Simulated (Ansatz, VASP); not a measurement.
# One calculation of KF, two programs

```xyz
2
Lattice="0.0000 2.5817 2.9690 2.6269 0.0000 2.9690 2.6269 2.5817 0.0000" Properties=species:S:1:pos:R:3 pbc="T T T"
K     0.0000    0.0000    0.0000
F     2.6269    2.5817    2.9690
```

Change from the starting cell: normal strain along x +0.0175, normal strain along z +0.1500.

Alike in both runs: task single point; functional LDA; k mesh 8 × 8 × 8; occupations gaussian, width 0.05 eV; no spin polarisation.

```csv
,VASP,Ansatz
version,VASP 6.6.1,Ansatz 0.2.0
potentials or method,"VASP PAW LDA potentials, release 64 (K_sv, F), cutoff 520 eV","scalar-relativistic, plane waves, PAW"
valence electrons in the cell,16,16
```

VASP gave:

- gap on the k mesh at the Fermi level (eV): 5.40
- least direct gap on the mesh (eV): 5.40
- pressure (GPa): -3.4
- traceless stress, the component that is largest in VASP (GPa): -1.98

Question: Estimate Ansatz's values.

Answer: gap on the k mesh at the Fermi level (eV): 5.42; least direct gap on the mesh (eV): 5.42; pressure (GPa): -3.5; traceless stress, the component that is largest in VASP (GPa): -1.82.

LDA's correlation is that of Perdew and Zunger in VASP and of Perdew and Wang (1992) in Ansatz.
